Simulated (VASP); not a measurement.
# In in VASP: a series of runs, part 2 of 2

VASP 6.6.1.

## (5) Relaxation of cell and atoms, PBE

This run uses another cell than the first one, of 30.34 Å³/atom, 1.183 times its volume.

The input, INCAR:

```
PREC = Accurate
ENCUT = 600
EDIFF = 1E-6
ISMEAR = 0
SIGMA = 0.1
LREAL = F
LASPH = T
NELM = 60
ALGO = Fast
ISIF = 3
LWAVE = F
LCHARG = F
GGA = PE
IBRION = 2
NSW = 100
EDIFFG = -0.01
```

The input, KPOINTS:

```
regular mesh
0
Gamma
  18 18 18
```

The input, POSCAR:

```
In
1.0
    3.2281428211      0.0000000000      0.0000000000
    0.0000000000      3.2281428211      0.0000000000
    0.0000000000      0.0000000000      2.9116640080
In
1
Direct
    0.0000000000      0.0000000000      0.5000000000
```

Potentials or basis: VASP PAW PBE potentials, release 64 (In_d).

On the command line:

```
cat potpaw_PBE.64/In_d/POTCAR > POTCAR
mpirun -np 1 vasp_std > vasp.out
```

OUTCAR:

```text
PREC = Accurate
   ENCUT = 600
   EDIFF = 1E-6
   ISMEAR = 0
   LREAL = F
   LASPH = T
   NELM = 60
   ISIF = 3
   GGA = PE
   IBRION = 2
   NSW = 100
   EDIFFG = -0.01

 ion  position               nearest neighbor table
   1  0.000  0.000  0.500-

  LATTYP: Found a simple tetragonal cell.
 ALAT       =     3.2281428211
 C/A-ratio  =     0.9019625740

  Lattice vectors:

 A1 = (   3.2281428211,   0.0000000000,   0.0000000000)
 A2 = (   0.0000000000,   3.2281428211,   0.0000000000)
 A3 = (   0.0000000000,   0.0000000000,   2.9116640080)

Analysis of symmetry for initial positions (statically):
=====================================================================
 Subroutine PRICEL returns:
 Original cell was already a primitive cell.

 Routine SETGRP: Setting up the symmetry group for a
 simple tetragonal supercell.

 Subroutine GETGRP returns: Found 16 space group operations
 (whereof 16 operations were pure point group operations)
 out of a pool of 16 trial point group operations.

The static configuration has the point symmetry D_4h.

Analysis of symmetry for dynamics (positions and initial velocities):
=====================================================================
 Subroutine PRICEL returns:
 Original cell was already a primitive cell.

 Routine SETGRP: Setting up the symmetry group for a
 simple tetragonal supercell.

 Subroutine GETGRP returns: Found 16 space group operations
 (whereof 16 operations were pure point group operations)
 out of a pool of 16 trial point group operations.

The dynamic configuration has the point symmetry D_4h.

 Subroutine INISYM returns: Found 16 space group operations
 (whereof 16 operations are pure point group operations),
 and found     1 'primitive' translations

[... 142 lines left out ...]

  energy without entropy =       -2.42431480  energy(sigma->0) =       -2.42553839

------------------------ aborting loop because EDIFF is reached ----------------------------------------

  FORCE on cell =-STRESS in cart. coord.  units (eV):
  Direction    XX          YY          ZZ          XY          YZ          ZX
  --------------------------------------------------------------------------------------
  -------------------------------------------------------------------------------------
  Total       -0.3912662     -0.3912662      0.8380169      0.0000000      0.0000000      0.0000000
  in kB      -20.6602813    -20.6602813     44.2503427      0.0000000      0.0000000      0.0000000
  external PRESSURE =       0.9765934 kB  Pullay stress =       0.0000000 kB
[... 86 lines left out ...]
  FREE ENERGIE OF THE ION-ELECTRON SYSTEM (eV)
  ---------------------------------------------------
  free  energy   TOTEN  =        -2.4613672952 eV

  energy  without entropy=       -2.4585701627  energy(sigma->0) =       -2.45996873

[... ionic steps 4 to 16 ...]

--------------------------------------- Ionic step       17  -------------------------------------------

 number of electron      12.9999994 magnetization

------------------------ aborting loop because EDIFF is reached ----------------------------------------
[... 65 lines left out ...]
--------------------------------------- Ionic step       19  -------------------------------------------

 number of electron      12.9999994 magnetization

 Free energy of the ion-electron system (eV)
  ---------------------------------------------------
  ext. energy  EPLUGINS =         0.00000000
  ---------------------------------------------------
  free energy    TOTEN  =        -2.46458935 eV

  energy without entropy =       -2.46182435  energy(sigma->0) =       -2.46320685

 E-fermi :   6.0955     XC(G=0):  -9.6116

 val. band max:        6.0887823403   @ k =   0.3889   0.0556   0.3889
 cond. band min:       6.1110891471   @ k =   0.4444   0.4444   0.1667
 fundamental gap:      0.0223068068
 Fermi energy:         6.0955025840

 k-point     1 :       0.0000    0.0000    0.0000
  band No.  band energies     occupation
      1      -8.8392      2.00000
      2      -8.8386      2.00000
      3      -8.1911      2.00000
      4      -8.1906      2.00000
      5      -8.1906      2.00000
      6      -2.7414      2.00000
      7      13.1602      0.00000
      8      13.1602      0.00000
      9      13.1741      0.00000
     10      16.3104      0.00000
[... 287 lines left out ...]
 k-point    24 :       0.3333    0.1111    0.0000
  band No.  band energies     occupation
      1      -8.7695      2.00000
      2      -8.4694      2.00000
      3      -8.3549      2.00000
      4      -8.3213      2.00000
      5      -8.1995      2.00000
      6      -0.7069      2.00000
      7       5.6178      2.00000
      8      12.8179      0.00000
      9      15.2625      0.00000
     10      17.8311      0.00000

 [... further k-points ...]

------------------------ aborting loop because EDIFF is reached ----------------------------------------

  FORCE on cell =-STRESS in cart. coord.  units (eV):
  Direction    XX          YY          ZZ          XY          YZ          ZX
  --------------------------------------------------------------------------------------
  -------------------------------------------------------------------------------------
  Total        0.0025402      0.0025402      0.0049177      0.0000000      0.0000000      0.0000000
  in kB        0.1378290      0.1378290      0.2668316      0.0000000      0.0000000      0.0000000
  external PRESSURE =       0.1808299 kB  Pullay stress =       0.0000000 kB
[... 16 lines left out ...]
  FREE ENERGIE OF THE ION-ELECTRON SYSTEM (eV)
  ---------------------------------------------------
  free  energy   TOTEN  =        -2.4645893530 eV

  energy  without entropy=       -2.4618243520  energy(sigma->0) =       -2.46320685

 reached required accuracy - stopping structural energy minimisation
```

Wall time 24 min (1 thread of Intel Xeon Platinum 8259CL at 2.50GHz (Skylake/Cascade Lake), shared host); peak memory 0.37 GiB.

Results:

```
Free energy                            : -2.4646 eV
Relaxed volume                         : 29.53 Å³/atom
Relaxed cell                           : a = 3.091 Å, b = 3.091 Å, c = 3.090 Å, α = 90.00°, β = 90.00°, γ = 90.00°
Space group after relaxing (to 0.05 Å) : Pm-3m (No. 221)
Energy gained by relaxing              : 37.8 meV/atom
Ionic steps                            : 19
Pressure after relaxing                : 0.0 GPa
```

The path:
```
step  energy change (eV)  largest force (eV/Å)  pressure (GPa)  volume (Å³)
   1              0.0000                0.0000            0.10        30.34
   2             -0.0295                0.0000           -0.67        30.39
   3             -0.0346                0.0000           -0.78        30.39
   4             -0.0319                0.0000           -0.71        30.34
   5             -0.0356                0.0000           -0.81        30.38
   6             -0.0357                0.0000           -0.73        30.38
   7             -0.0357                0.0000           -0.75        30.38
   8             -0.0377                0.0000           -0.11        29.67
   9             -0.0377                0.0000           -0.09        29.61
  10             -0.0377                0.0000            0.03        29.50
  11             -0.0377                0.0000           -0.04        29.56
  12             -0.0377                0.0000           -0.07        29.58
  13             -0.0378                0.0000            0.05        29.54
  14             -0.0378                0.0000           -0.03        29.54
  15             -0.0378                0.0000           -0.05        29.54
  16             -0.0378                0.0000           -0.05        29.53
  17             -0.0378                0.0000            0.10        29.52
  18             -0.0378                0.0000            0.04        29.53
  19             -0.0378                0.0000            0.02        29.53
```

Final structure:
```cif
data_structure
_symmetry_space_group_name_H-M 'P 1'
_symmetry_Int_Tables_number 1
_cell_length_a 3.0913
_cell_length_b 3.0913
_cell_length_c 3.0900
_cell_angle_alpha 90.000
_cell_angle_beta 90.000
_cell_angle_gamma 90.000
_cell_volume 29.53
loop_
_atom_site_label
_atom_site_type_symbol
_atom_site_fract_x
_atom_site_fract_y
_atom_site_fract_z
_atom_site_occupancy
In1 In 0.00000 0.00000 0.50000 1
```

Levels at points of the mesh, in eV from the Fermi level:
| k point | band 4 | band 5 | band 6 | band 7 | band 8 | band 9 | band 10 |
| --- | --- | --- | --- | --- | --- | --- | --- |
| (0.00, 0.00, 0.00) | -14.29 | -14.29 | -8.84 | 7.06 | 7.06 | 7.08 | 10.21 |
| (0.50, 0.00, 0.00) | -14.46 | -14.27 | -5.38 | -3.25 | 9.98 | 9.99 | 12.54 |
| (0.50, 0.50, 0.00) | -14.44 | -14.10 | -1.79 | -0.59 | -0.59 | 3.84 | 13.32 |
| (0.00, 0.00, 0.50) | -14.46 | -14.27 | -5.38 | -3.25 | 9.98 | 9.98 | 12.53 |
| (0.50, 0.00, 0.50) | -14.44 | -14.10 | -1.78 | -0.59 | -0.59 | 3.85 | 13.31 |
| (0.50, 0.50, 0.50) | -14.09 | -14.09 | 2.01 | 2.02 | 2.02 | 2.42 | 7.04 |

Caveat: spin-orbit coupling is left out, which moves the levels of the heavy elements.

## (6) The runs side by side

| task | cell | k mesh | cutoff (eV) | gap on the mesh (eV) | pressure (GPa) | relaxed volume (Å³/atom) |
| --- | --- | --- | --- | --- | --- | --- |
| single point | a = 2.680, b = 2.754, c = 3.474 Å, 1 atom | 6 × 6 × 6 | 520 | none | 13.7 | - |
| single point | a = 2.912, b = 3.228, c = 3.228 Å, 1 atom | 6 × 6 × 6 | 520 | none | -0.1 | - |
| relaxation of cell and atoms | relaxed from a = 2.680, b = 2.754, c = 3.474 Å, 1 atom | 6 × 6 × 6 | 600 | none | 0.0 | 30.35 |
| relaxation of cell and atoms | relaxed from a = 3.228, b = 3.228, c = 2.912 Å, 1 atom | 18 × 18 × 18 | 600 | none | 0.0 | 29.53 |

Alike in all rows: level PBE; potentials or basis VASP PAW PBE potentials, release 64 (In_d); no spin polarisation; smearing gaussian 0.1 eV.

Caveats: some runs use coarse meshes; spin-orbit coupling is left out, which moves the levels of the heavy elements; the volume moved by over 15 % at a fixed basis, so the end points are rough (some runs).

Total energies depend on the potentials used, so only differences within one code and one set of settings carry meaning.
